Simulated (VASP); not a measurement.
A run of VASP 6.6.1 is set up as follows.

INCAR

```
ALGO     = Normal         # electronic algorithm
EDIFF    = 1E-6           # SCF threshold, eV
EDIFFG   = -0.04          # ionic threshold
ENCUT    = 600            # plane-wave cutoff, eV
GGA      = PE             # functional
IBRION   = 2              # ionic algorithm
ISIF     = 3              # what is computed and relaxed
ISMEAR   = 0              # smearing method
LASPH    = True           # aspherical terms in the spheres
LCHARG   = False          # write CHGCAR
LREAL    = False          # projectors in reciprocal space
LWAVE    = False          # write WAVECAR
NELM     = 60             # most SCF steps
NSW      = 90             # ionic steps
PREC     = Accurate       # precision mode
SIGMA    = 0.1            # smearing width, eV
```

Contents of KPOINTS:

```
k-points
0
Gamma
  3 3 3
```

File POSCAR:

```
BaY3Si
1.0
    3.5569915300      2.0536300200      3.4808430800
   -3.5569915300      2.0536300200      3.4808430800
    0.0000000000     -4.1072600400      3.4808430800
Ba Y Si
1 3 1
Direct
    0.0000000000      0.0000000000      0.0000000000
    0.5000000000      0.5000000000      0.0000000000
    0.0000000000      0.5000000000      0.5000000000
    0.5000000000      0.0000000000      0.5000000000
    0.5000000000      0.5000000000      0.5000000000
```

Potentials or basis: VASP PAW PBE potentials, release 64 (Ba_sv, Y_sv, Si).

Command:

```sh
$ cat potpaw_PBE.64/Ba_sv/POTCAR potpaw_PBE.64/Y_sv/POTCAR potpaw_PBE.64/Si/POTCAR > POTCAR
$ mpirun -np 1 vasp_std > vasp.out
```

Problem. Estimate the relaxed cell.

Solution. a = 5.617 Å, b = 5.617 Å, c = 5.617 Å, α = 89.65°, β = 89.65°, γ = 89.65°.

Problem. Estimate the band gap on the k mesh.

Solution. Zero (an odd number of electrons rules out a gap without spin polarisation).

Problem. Estimate the space group after relaxing (to 0.1 Å).

Solution. Pm-3m (No. 221).

Final structure:
```
Ba Y Si
1.0
     3.95952    2.28603    3.26227
    -3.95952    2.28603    3.26227
     0.00000   -4.57206    3.26227
Ba Y Si
1 3 1
Direct
  0.00000 0.00000 0.00000
  0.50000 0.50000 0.00000
  0.00000 0.50000 0.50000
  0.50000 0.00000 0.50000
  0.50000 0.50000 0.50000
```

Caveat: the k points lie up to 0.37 Å⁻¹ apart in the final cell, too coarse for converged energies and pressures of a metal; spin-orbit coupling is left out, which moves the levels of the heavy elements.
